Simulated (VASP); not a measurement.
# Cd3F (Pm-3m) in VASP: further runs, part 2 of 2

VASP 6.6.1. Earlier steps stand in the parts before.

## 5. Relaxation of cell and atoms, PBE

This run uses another cell than the first one, of 20.82 Å³/atom.

File INCAR:

```
SYSTEM = Cd3F
PREC = Accurate
ENCUT = 600
EDIFF = 1E-6
ISMEAR = 0
SIGMA = 0.1
LREAL = .FALSE.
LASPH = .TRUE.
NELM = 80
ALGO = Fast
ISIF = 3
LWAVE = .FALSE.
LCHARG = .FALSE.
GGA = PE
IBRION = 2
NSW = 100
EDIFFG = -0.01
```

File KPOINTS:

```
regular mesh
0
G
  10 10 10
  0 0 0
```

File POSCAR:

```
Cd3F
1.0
    4.3668027092      0.0000000000      0.0000000000
    0.0000000000      4.3668027092      0.0000000000
    0.0000000000      0.0000000000      4.3668027092
Cd F
3 1
Direct
    0.0000000000      0.5000000000      0.5000000000
    0.5000000000      0.0000000000      0.5000000000
    0.5000000000      0.5000000000      0.0000000000
    0.0000000000      0.0000000000      0.0000000000
```

Potentials or basis: VASP PAW PBE potentials, release 64 (Cd, F).

The run is started by

```sh
$ cat potpaw_PBE.64/Cd/POTCAR potpaw_PBE.64/F/POTCAR > POTCAR
$ mpirun -np 1 vasp_std > vasp.out
```

OUTCAR:

```text
SYSTEM = Cd3F
   PREC = Accurate
   ENCUT = 600
   EDIFF = 1E-6
   ISMEAR = 0
   LREAL = .FALSE.
   LASPH = .TRUE.
   NELM = 80
   ISIF = 3
   GGA = PE
   IBRION = 2
   NSW = 100
   EDIFFG = -0.01

 ion  position               nearest neighbor table
   1  0.000  0.500  0.500-   2 3.09   3 3.09   3 3.09   2 3.09   2 3.09   3 3.09   3 3.09   2 3.09

   2  0.500  0.000  0.500-   1 3.09   3 3.09   3 3.09   1 3.09   3 3.09   3 3.09   1 3.09   1 3.09

   3  0.500  0.500  0.000-   1 3.09   2 3.09   1 3.09   2 3.09   2 3.09   2 3.09   1 3.09   1 3.09

   4  0.000  0.000  0.000-

  LATTYP: Found a simple cubic cell.
 ALAT       =     4.3668027092

  Lattice vectors:

 A1 = (   4.3668027092,   0.0000000000,   0.0000000000)
 A2 = (   0.0000000000,   4.3668027092,   0.0000000000)
 A3 = (   0.0000000000,   0.0000000000,   4.3668027092)

Analysis of symmetry for initial positions (statically):
=====================================================================
 Subroutine PRICEL returns:
 Original cell was already a primitive cell.

 Routine SETGRP: Setting up the symmetry group for a
 simple cubic supercell.

 Subroutine GETGRP returns: Found 48 space group operations
 (whereof 48 operations were pure point group operations)
 out of a pool of 48 trial point group operations.

The static configuration has the point symmetry O_h .

Analysis of symmetry for dynamics (positions and initial velocities):
=====================================================================
 Subroutine PRICEL returns:
 Original cell was already a primitive cell.

 Routine SETGRP: Setting up the symmetry group for a
 simple cubic supercell.

 Subroutine GETGRP returns: Found 48 space group operations
 (whereof 48 operations were pure point group operations)
 out of a pool of 48 trial point group operations.

The dynamic configuration has the point symmetry O_h .

 Subroutine INISYM returns: Found 48 space group operations
 (whereof 48 operations are pure point group operations),
 and found     1 'primitive' translations

----------------------------------------------------------------------------------------

                                     Primitive cell

  volume of cell :      83.2704

  direct lattice vectors                    reciprocal lattice vectors
     4.366802709  0.000000000  0.000000000     0.229000499  0.000000000  0.000000000
     0.000000000  4.366802709  0.000000000     0.000000000  0.229000499  0.000000000
     0.000000000  0.000000000  4.366802709     0.000000000  0.000000000  0.229000499

  length of vectors
     4.366802709  4.366802709  4.366802709     0.229000499  0.229000499  0.229000499

  position of ions in fractional coordinates (direct lattice)
     0.000000000  0.500000000  0.500000000
     0.500000000  0.000000000  0.500000000
     0.500000000  0.500000000  0.000000000
     0.000000000  0.000000000  0.000000000

  ion indices of the primitive-cell ions
   primitive index   ion index
[... 24 lines left out ...]
     0.000000000  0.000000000  0.000000000

 Subroutine IBZKPT returns following result:
 ===========================================

 Found     56 irreducible k-points:

 Following reciprocal coordinates:
            Coordinates               Weight
  0.000000  0.000000  0.000000      1.000000
  0.100000  0.000000  0.000000      6.000000
  0.200000  0.000000  0.000000      6.000000
  0.300000  0.000000  0.000000      6.000000
  0.400000  0.000000  0.000000      6.000000
  0.500000  0.000000  0.000000      3.000000
[... 16 lines left out ...]
  0.200000  0.100000  0.100000     24.000000
  0.300000  0.100000  0.100000     24.000000
 [... further k-points ...]
   k-points           NKPTS =     56   k-points in BZ     NKDIM =     56   number of bands    NBANDS=     25
   number of dos      NEDOS =    301   number of ions     NIONS =      4
   total plane-waves  NPLWV =  46656
   dimension x,y,z NGX =    36 NGY =   36 NGZ =   36
   dimension x,y,z NGXF=    72 NGYF=   72 NGZF=   72
   ions per type =               3   1
   NGX,Y,Z   is equivalent  to a cutoff of  13.71, 13.71, 13.71 a.u.
   NGXF,Y,Z  is equivalent  to a cutoff of  27.41, 27.41, 27.41 a.u.
 SYSTEM =  Cd3F
   PREC   = accura    normal or accurate (medium, high low for compatibility)
   ISTART =      0    job   : 0-new  1-cont  2-samecut
   ICHARG =      2    charge: 1-file 2-atom 10-const
   ISPIN  =      1    spin polarized calculation?
   LNONCOLLINEAR =      F non collinear calculations
   LSORBIT =      F    spin-orbit coupling
   LASPH  =      T    aspherical Exc in radial PAW
   ENCUT  =  600.0 eV  44.10 Ry    6.64 a.u.   8.72  8.72  8.72*2*pi/ulx,y,z
   NELM   =     80;   NELMIN=  2; NELMDL= -5     # of ELM steps
   EDIFF  = 0.1E-05   stopping-criterion for ELM
   LREAL  =      F    real-space projection
   EDIFFG = -.1E-01   stopping-criterion for IOM
   NSW    =    100    number of steps for IOM
   IBRION =      2    ionic relax: 0-MD 1-quasi-New 2-CG
   NFREE  =      1    steps in history (QN), initial steepest desc. (CG)
   ISIF   =      3    stress and relaxation
   ISYM   =      2    0-nonsym 1-usesym 2-fastsym
   POTIM  = 0.5000    time-step for ionic-motion
   TEBEG  =    0.0;   TEEND  =   0.0 temperature during run
   PSTRESS=    0.0 pullay stress
   NELECT =      43.0000    total number of electrons
   NUPDOWN=      -1.0000    fix difference up-down
   EMIN   =  10.00;   EMAX   =-10.00  energy-range for DOS
   EFERMI =   0.00;   METHOD = LEGACY
   ISMEAR =     0;   SIGMA  =   0.10  broadening in eV -4-tet -1-fermi 0-gaus
   EFERMI_NEDOS =   21; number of points for ismear=-14 and -15
   IALGO  =     68    algorithm
   IMIX   =      4    mixing-type and parameters
     AMIX     =   0.40;   BMIX     =  1.00
     AMIX_MAG =   1.60;   BMIX_MAG =  1.00
  volume/ion in A,a.u.               =      20.82       140.48
  Fermi-wavevector in a.u.,A,eV,Ry     =   1.313411  2.481987 23.470719  1.725049
  Thomas-Fermi vector in A             =   2.443736
   LORBIT       =      0    0 simple, 1 ext, 2 COOP (PROOUT), +10 PAW based schemes
   GGA     = PE    functional components
   LHFCALC =     F    Hartree Fock is set to
   AEXX    =    0.0000 exact exchange contribution
   IVDW    =     0    specifies the selected vdW correction
   LEPSILON=     F    determine dielectric tensor
   LRPA    =     F    only Hartree local field effects (RPA)
 conjugate gradient relaxation of ions
 non-spin polarized calculation
 RMM-DIIS sequential band-by-band and
 Gauss-broadening in eV      SIGMA  =   0.10
  energy-cutoff  :      600.00
  volume of cell :       83.27
 maximum number of plane-waves:      2806
 NGX is ok and might be reduce to    36
   NGX = 17   NGY = 17   NGZ = 17

 number of electron      42.9999964 magnetization

 Free energy of the ion-electron system (eV)
  ---------------------------------------------------
  ext. energy  EPLUGINS =         0.00000000
  ---------------------------------------------------
  free energy    TOTEN  =        -6.12377277 eV

  energy without entropy =       -6.11940509  energy(sigma->0) =       -6.12158893

 E-fermi :   1.4023     XC(G=0): -10.2532

 val. band max:        1.3734678467   @ k =   0.5000   0.5000   0.4000
 cond. band min:       1.4508242654   @ k =   0.2000   0.2000   0.2000
 fundamental gap:      0.0773564187
 Fermi energy:         1.4023153255

 k-point     1 :       0.0000    0.0000    0.0000
  band No.  band energies     occupation
      1     -20.0441      2.00000
      2      -7.9633      2.00000
      3      -7.7347      2.00000
      4      -7.7347      2.00000
      5      -7.7347      2.00000
      6      -7.3888      2.00000
[... 661 lines left out ...]
     24       5.9208      0.00000
     25       6.5534      0.00000

 [... further k-points ...]

------------------------ aborting loop because EDIFF is reached ----------------------------------------

  FORCE on cell =-STRESS in cart. coord.  units (eV):
  Direction    XX          YY          ZZ          XY          YZ          ZX
  --------------------------------------------------------------------------------------
  -------------------------------------------------------------------------------------
  Total        0.0257397      0.0257397      0.0257397     -0.0000000     -0.0000000      0.0000000
  in kB        0.4952491      0.4952491      0.4952491     -0.0000000     -0.0000000      0.0000000
  external PRESSURE =       0.4952491 kB  Pullay stress =       0.0000000 kB

 VOLUME and BASIS-vectors are now :
 -----------------------------------------------------------------------------
  energy-cutoff  :      600.00
  volume of cell :       83.27
      direct lattice vectors                 reciprocal lattice vectors
     4.366802709  0.000000000  0.000000000     0.229000499  0.000000000  0.000000000
     0.000000000  4.366802709  0.000000000     0.000000000  0.229000499  0.000000000
     0.000000000  0.000000000  4.366802709     0.000000000  0.000000000  0.229000499

 POSITION                                       TOTAL-FORCE (eV/Angst)
 -----------------------------------------------------------------------------------
      0.00000      2.18340      2.18340         0.000000      0.000000      0.000000
      2.18340      0.00000      2.18340         0.000000      0.000000      0.000000
      2.18340      2.18340      0.00000         0.000000      0.000000      0.000000
      0.00000      0.00000      0.00000         0.000000      0.000000      0.000000
 -----------------------------------------------------------------------------------
    total drift:                                0.000000      0.000000      0.000000

  FREE ENERGIE OF THE ION-ELECTRON SYSTEM (eV)
  ---------------------------------------------------
  free  energy   TOTEN  =        -6.1237727728 eV

  energy  without entropy=       -6.1194050931  energy(sigma->0) =       -6.12158893

 reached required accuracy - stopping structural energy minimisation
```

OSZICAR:

```text
N       E                     dE             d eps       ncg     rms          rms(c)
DAV:   1     0.360354157971E+03    0.36035E+03   -0.24316E+04  2800   0.186E+03
DAV:   2     0.106555701971E+02   -0.34970E+03   -0.34184E+03  2899   0.452E+02
DAV:   3    -0.817356261266E+01   -0.18829E+02   -0.18666E+02  2962   0.103E+02
DAV:   4    -0.834004296797E+01   -0.16648E+00   -0.16624E+00  2942   0.869E+00
DAV:   5    -0.834056724175E+01   -0.52427E-03   -0.52406E-03  3098   0.487E-01    0.776E+00
RMM:   6    -0.628705838784E+01    0.20535E+01   -0.78774E+00  2817   0.138E+01    0.494E+00
RMM:   7    -0.618268411558E+01    0.10437E+00   -0.62982E-01  2819   0.320E+00    0.283E+00
RMM:   8    -0.612258227934E+01    0.60102E-01   -0.27976E-01  2843   0.287E+00    0.301E-01
RMM:   9    -0.612314553585E+01   -0.56326E-03   -0.19359E-02  2824   0.778E-01    0.164E-01
RMM:  10    -0.612378175548E+01   -0.63622E-03   -0.48599E-03  2852   0.296E-01    0.763E-02
RMM:  11    -0.612378115630E+01    0.59918E-06   -0.76702E-04  2809   0.112E-01    0.317E-02
RMM:  12    -0.612377067740E+01    0.10479E-04   -0.16117E-04  2741   0.465E-02    0.500E-03
RMM:  13    -0.612377233169E+01   -0.16543E-05   -0.20423E-05  1922   0.137E-02    0.286E-03
RMM:  14    -0.612377277276E+01   -0.44107E-06   -0.29886E-06  1713   0.663E-03
   1 F= -.61237728E+01 E0= -.61215889E+01  d E =-.612377E+01
```

Wall time 1.8 min (1 thread of Oxide Virtual Turin-like, shared host); peak memory 0.25 GiB.

Results:

| Quantity | Value |
| --- | --- |
| Free energy | -6.1238 eV |
| Pressure after relaxing | 0.0 GPa |
| Band gap on the k mesh | zero (an odd number of electrons rules out a gap without spin polarisation) |

Final structure:
```
Cd F
1.0
     4.36680    0.00000    0.00000
     0.00000    4.36680    0.00000
     0.00000    0.00000    4.36680
Cd F
3 1
Cartesian
  0.0000 2.1834 2.1834
  2.1834 0.0000 2.1834
  2.1834 2.1834 0.0000
  0.0000 0.0000 0.0000
```

Caveat: the relaxation stopped at its first step, so nothing moved; an odd number of electrons without spin polarisation forces a metal; a magnetic or distorted state may lie lower.

## 6. Relaxation of cell and atoms, PBE

File INCAR:

```
  PREC = Accurate
  ENCUT = 600
  EDIFF = 1E-6
  ISMEAR = 0
  SIGMA = 0.1
  LREAL = False
  LASPH = True
  NELM = 80
  ALGO = Fast
  ISIF = 3
  LWAVE = False
  LCHARG = False
  GGA = PE
  IBRION = 2
  NSW = 100
  EDIFFG = -0.01
```

File KPOINTS:

```
Automatic mesh
0
Gamma
  10 10 10
```

File POSCAR:

```
Cd3F
1.0
    4.5246937700      0.0000000000      0.0000000000
    0.0000000000      4.5246937700      0.0000000000
    0.0000000000      0.0000000000      4.5246937700
Cd F
3 1
Direct
    0.0000000000      0.5000000000      0.5000000000
    0.5000000000      0.0000000000      0.5000000000
    0.5000000000      0.5000000000      0.0000000000
    0.0000000000      0.0000000000      0.0000000000
```

Potentials or basis: VASP PAW PBE potentials, release 64 (Cd, F).

The run is started by

```sh
$ cat potpaw_PBE.64/Cd/POTCAR potpaw_PBE.64/F/POTCAR > POTCAR
$ mpirun -np 1 vasp_std > vasp.out
```

OUTCAR:

```text
PREC = Accurate
   ENCUT = 600
   EDIFF = 1E-6
   ISMEAR = 0
   LREAL = False
   LASPH = True
   NELM = 80
   ISIF = 3
   GGA = PE
   IBRION = 2
   NSW = 100
   EDIFFG = -0.01

 ion  position               nearest neighbor table
   1  0.000  0.500  0.500-   2 3.20   3 3.20   3 3.20   2 3.20   2 3.20   3 3.20   3 3.20   2 3.20

   2  0.500  0.000  0.500-   1 3.20   3 3.20   3 3.20   1 3.20   3 3.20   3 3.20   1 3.20   1 3.20

   3  0.500  0.500  0.000-   1 3.20   2 3.20   1 3.20   2 3.20   2 3.20   2 3.20   1 3.20   1 3.20

   4  0.000  0.000  0.000-

  LATTYP: Found a simple cubic cell.
 ALAT       =     4.5246937700

  Lattice vectors:

 A1 = (   4.5246937700,   0.0000000000,   0.0000000000)
 A2 = (   0.0000000000,   4.5246937700,   0.0000000000)
 A3 = (   0.0000000000,   0.0000000000,   4.5246937700)

Analysis of symmetry for initial positions (statically):
=====================================================================
 Subroutine PRICEL returns:
 Original cell was already a primitive cell.

 Routine SETGRP: Setting up the symmetry group for a
 simple cubic supercell.

 Subroutine GETGRP returns: Found 48 space group operations
 (whereof 48 operations were pure point group operations)
[... 148 lines left out ...]
   IVDW    =     0    specifies the selected vdW correction
   LEPSILON=     F    determine dielectric tensor
   LRPA    =     F    only Hartree local field effects (RPA)
 conjugate gradient relaxation of ions
 non-spin polarized calculation
 RMM-DIIS sequential band-by-band and
 Gauss-broadening in eV      SIGMA  =   0.10
  energy-cutoff  :      600.00
  volume of cell :       92.63
 maximum number of plane-waves:      3136
   NGX = 19   NGY = 19   NGZ = 19

--------------------------------------- Ionic step        1  -------------------------------------------

 number of electron      43.0000021 magnetization

 Free energy of the ion-electron system (eV)
  ---------------------------------------------------
  ext. energy  EPLUGINS =         0.00000000
  ---------------------------------------------------
  free energy    TOTEN  =        -6.02843419 eV

  energy without entropy =       -6.02426069  energy(sigma->0) =       -6.02634744

 E-fermi :   0.6820     XC(G=0):  -9.7138

 val. band max:        0.6055213366   @ k =   0.2000   0.2000   0.0000
 cond. band min:       0.6842422655   @ k =   0.2000   0.2000   0.2000
 fundamental gap:      0.0787209289
 Fermi energy:         0.6820142168

 k-point     1 :       0.0000    0.0000    0.0000
  band No.  band energies     occupation
      1     -20.2702      2.00000
      2      -8.2701      2.00000
      3      -8.1214      2.00000
      4      -8.1214      2.00000
      5      -8.1214      2.00000
      6      -7.8278      2.00000
[... 776 lines left out ...]
--------------------------------------- Ionic step        4  -------------------------------------------

 number of electron      42.9999964 magnetization

 Free energy of the ion-electron system (eV)
  ---------------------------------------------------
  ext. energy  EPLUGINS =         0.00000000
  ---------------------------------------------------
  free energy    TOTEN  =        -6.13466557 eV

  energy without entropy =       -6.13030288  energy(sigma->0) =       -6.13248422

 E-fermi :   1.3976     XC(G=0): -10.2502

 val. band max:        1.3683826927   @ k =   0.5000   0.5000   0.4000
 cond. band min:       1.4459268755   @ k =   0.2000   0.2000   0.2000
 fundamental gap:      0.0775441828
 Fermi energy:         1.3976489941

 k-point     1 :       0.0000    0.0000    0.0000
  band No.  band energies     occupation
      1     -20.0452      2.00000
      2      -7.9654      2.00000
      3      -7.7374      2.00000
      4      -7.7374      2.00000
      5      -7.7374      2.00000
      6      -7.3916      2.00000
[... 694 lines left out ...]
  FREE ENERGIE OF THE ION-ELECTRON SYSTEM (eV)
  ---------------------------------------------------
  free  energy   TOTEN  =        -6.1346655675 eV

  energy  without entropy=       -6.1303028801  energy(sigma->0) =       -6.13248422

 reached required accuracy - stopping structural energy minimisation
```

OSZICAR:

```text
N       E                     dE             d eps       ncg     rms          rms(c)
DAV:   1     0.351622594492E+03    0.35162E+03   -0.23898E+04  2800   0.183E+03
[... 38 lines left out ...]
       N       E                     dE             d eps       ncg     rms          rms(c)
DAV:   1    -0.614073738856E+01   -0.61599E-02   -0.12705E-01  2857   0.369E+00    0.592E-01
RMM:   2    -0.613523107919E+01    0.55063E-02   -0.21670E-02  2804   0.130E+00    0.169E-01
RMM:   3    -0.613473386093E+01    0.49722E-03   -0.19490E-03  2803   0.276E-01    0.129E-01
RMM:   4    -0.613467862361E+01    0.55237E-04   -0.11998E-04  2817   0.689E-02    0.791E-02
RMM:   5    -0.613466522165E+01    0.13402E-04   -0.38590E-05  2805   0.373E-02    0.928E-03
RMM:   6    -0.613466556753E+01   -0.34588E-06   -0.41410E-06  1961   0.135E-02
   4 F= -.61346656E+01 E0= -.61324842E+01  d E =-.106231E+00
```

Wall time 6.1 min (1 thread of Oxide Virtual Turin-like, shared host); peak memory 0.27 GiB.

What came out:

```yaml
Free_energy: -6.1347 eV
Relaxed_volume: 20.83 Å³/atom
Relaxed_cell: a = 4.368 Å, b = 4.368 Å, c = 4.368 Å, α = 90.00°, β = 90.00°, γ = 90.00°
Space_group_after_relaxing_to_0.1_Å: Pm-3m (No. 221)
Energy_gained_by_relaxing: 26.6 meV/atom
Ionic_steps: 4
Pressure_after_relaxing: 0.0 GPa
Band_gap_on_the_k_mesh: zero (an odd number of electrons rules out a gap without spin polarisation)
```

The path:
| step | energy change (eV) | largest force (eV/Å) | pressure (GPa) | volume (Å³) |
| --- | --- | --- | --- | --- |
| 1 | 0.0000 | 0.0000 | -3.27 | 92.63 |
| 2 | -0.0926 | 0.0000 | -1.36 | 86.44 |
| 3 | -0.1061 | 0.0000 | -0.12 | 83.59 |
| 4 | -0.1062 | 0.0000 | 0.01 | 83.32 |

Final structure:
```cif
data_structure
_symmetry_space_group_name_H-M 'P 1'
_symmetry_Int_Tables_number 1
_cell_length_a 4.3676
_cell_length_b 4.3676
_cell_length_c 4.3676
_cell_angle_alpha 90.000
_cell_angle_beta 90.000
_cell_angle_gamma 90.000
_cell_volume 83.32
loop_
_atom_site_label
_atom_site_type_symbol
_atom_site_fract_x
_atom_site_fract_y
_atom_site_fract_z
_atom_site_occupancy
Cd1 Cd 0.00000 0.50000 0.50000 1
Cd2 Cd 0.50000 0.00000 0.50000 1
Cd3 Cd 0.50000 0.50000 0.00000 1
F1 F 0.00000 0.00000 0.00000 1
```

Caveat: an odd number of electrons without spin polarisation forces a metal; a magnetic or distorted state may lie lower.

## 7. The runs side by side

| task | cell | k mesh | cutoff (eV) | gap on the mesh (eV) | pressure (GPa) |
| --- | --- | --- | --- | --- | --- |
| single point | a = 4.525 Å, 4 atoms | 4 × 4 × 4 | 520 | none | -3.0 |
| single point | a = 4.367 Å, 4 atoms | 10 × 10 × 10 | 520 | none | 0.2 |
| relaxation of cell and atoms | relaxed from a = 4.367 Å, 4 atoms | 10 × 10 × 10 | 600 | none | 0.0 |
| relaxation of cell and atoms | relaxed from a = 4.525 Å, 4 atoms | 10 × 10 × 10 | 600 | none | 0.0 |

Alike in all rows: level PBE; potentials or basis VASP PAW PBE potentials, release 64 (Cd, F); no spin polarisation; smearing gaussian 0.1 eV.

Caveats: an odd number of electrons without spin polarisation forces a metal; a magnetic or distorted state may lie lower; the cell stands under tension (at least some runs); the relaxation stopped at its first step, so nothing moved (at least some runs).

Total energies depend on the potentials used, so only differences within one code and one set of settings carry meaning.

The gap in the log of VASP goes by the Fermi energy; the results here count the filled bands.